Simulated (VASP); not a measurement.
Wanted: the native input for a VASP 6.6.1 run.

```
Task                               : single point
Functional                         : PBE-based screened hybrid with 15 % exact exchange
Potentials or basis                : VASP PAW PBE potentials, release 64 (Na_pv, H)
Cutoff                             : 520 eV
k mesh                             : 6 × 6 × 2
Occupations                        : gaussian, width 0.01 eV
Spin                               : no spin polarisation
Dipole correction                  : no
Grid for exact exchange (PRECFOCK) : Normal
Share of exact exchange            : 0.15
Further INCAR settings             : ALGO = Normal; EDIFF = 1e-06; NBANDS = 16
Screening parameter                : 0.5 1/Å
```

The system is NaH.

```xyz
4
Lattice="3.9533 0.0000 0.0000 -1.9766 3.4236 0.0000 0.0000 0.0000 4.8283" Properties=species:S:1:pos:R:3 pbc="T T T"
Na    0.0000    2.2824   -0.3018
Na    1.9766    1.1412    2.1124
H     0.0000    2.2824    2.1124
H     1.9766    1.1412    4.5265
```

The input as run:

POSCAR

```
NaH
1.0
    3.9532815480      0.0000000000      0.0000000000
   -1.9766407740      3.4236422489      0.0000000000
    0.0000000000      0.0000000000      4.8282923038
Na H
2 2
Direct
    0.3333333333      0.6666666667     -0.0624996820
    0.6666666667      0.3333333333      0.4375003180
    0.3333333333      0.6666666667      0.4374996820
    0.6666666667      0.3333333333      0.9374996820
```

INCAR.step1

```
SYSTEM = NaH
ALGO = Normal
EDIFF = 1E-5
ENCUT = 520
GGA = PE
ISIF = 2
ISMEAR = 0
LASPH = .TRUE.
LCHARG = .FALSE.
LREAL = .FALSE.
LWAVE = .TRUE.
NBANDS = 16
NELM = 100
PREC = Accurate
SIGMA = 0.01
```

INCAR.step2

```
SYSTEM = NaH
AEXX = 0.15
ALGO = Normal
EDIFF = 1E-6
ENCUT = 520
GGA = PE
HFSCREEN = 0.5
ISIF = 2
ISMEAR = 0
ISTART = 1
LASPH = .TRUE.
LCHARG = .FALSE.
LHFCALC = .TRUE.
LREAL = .FALSE.
LWAVE = .FALSE.
NBANDS = 16
NELM = 100
PREC = Accurate
PRECFOCK = Normal
SIGMA = 0.01
```

KPOINTS

```
k-points
0
G
  6 6 2
  0 0 0
```

Potentials or basis: VASP PAW PBE potentials, release 64 (Na_pv, H).

Launch:

```sh
$ cat potpaw_PBE.64/Na_pv/POTCAR potpaw_PBE.64/H/POTCAR > POTCAR
$ cp INCAR.step1 INCAR
$ mpirun -np 1 vasp_std > vasp.out
$ cp INCAR.step2 INCAR
$ mpirun -np 1 vasp_std > vasp.out
```

Results of the run:

The pressure is 0.2 GPa and the band gap on the k mesh is 3.58 eV (least direct gap 4.52 eV).

Caveat: the k points lie up to 0.65 Å⁻¹ apart; the structure was generated, so it needn't be the stable form of NaH; the PAW data sets were made with another functional, which shifts forces and pressure a little.

Wall time 12 min on 1 thread of Intel(R) Xeon(R) Platinum 8375C CPU @ 2.90GHz (Ice Lake), on a shared host, peak memory 0.28 GiB.
